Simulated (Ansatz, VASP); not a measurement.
Two plane-wave programs on Gd

Contents of INCAR:

```
ALGO = Normal
EDIFF = 1E-6
ENCUT = 520
GGA = PE
GGA_COMPAT = F
ISIF = 2
ISMEAR = -1
LASPH = T
LCHARG = T
LMAXMIX = 6
LORBIT = 11
LORBMOM = T
LREAL = F
LSORBIT = T
LVHAR = T
LWAVE = F
MAGMOM = 4.215 4.215 4.215
NBANDS = 29
NELM = 150
PREC = Accurate
SIGMA = 0.1
```

Contents of KPOINTS:

```
k-points
0
Gamma
  9 9 9
```

File POSCAR:

```
Gd
1.0
   -2.0250000000      2.0250000000      2.0250000000
    2.0250000000     -2.0250000000      2.0250000000
    2.0250000000      2.0250000000     -2.0250000000
Gd
1
Direct
    0.0000000000      0.0000000000      0.0000000000
```

Input for Ansatz:

```yaml
crystal:
  lattice:
    - [-2.025, 2.025, 2.025]
    - [2.025, -2.025, 2.025]
    - [2.025, 2.025, -2.025]
  atoms:
    - { symbol: Gd, position: [0.0, 0.0, 0.0], spin: 7.3, spin_axis: [0.57735027, 0.57735027, 0.57735027] }
magnetization:
  noncollinear: true
  spin_orbit: true
kpoints:
  mp_grid: { grid: [9, 9, 9] }
scf:
  occupations: { method: fermi_dirac, width: 0.1 }
  convergence: { dr2_threshold: 1.0e-09 }
  max_iter: 120
hamiltonian:
  xc: pbe
  pseudopotentials: { kind: paw_fr }
output:
  eigenvalues: false
  hubbard: { sites: [{ species: Gd, l: f }] }
  write_density: true
  write_potential: true
  elf: true
  volumetric_format: npy
```

Alike in both runs: task single point; functional PBE; k mesh 9 × 9 × 9; occupations fermi-dirac, width 0.1 eV; non-collinear spin, spin-orbit coupling.

|  | VASP | Ansatz |
| --- | --- | --- |
| version | VASP 6.6.1 | Ansatz 0.2.0 |
| potentials or method | VASP PAW PBE potentials, release 64 (Gd) | PAW with Ansatz's default frozen-core files, fully relativistic files with spin-orbit coupling |
| plane-wave cutoff (eV) | 520 | 420 |
| valence electrons in the cell | 18 | 18 |

```csv
,VASP,Ansatz,Ansatz less VASP
net moment per atom (μB),7.51,7.52,+0.009
```
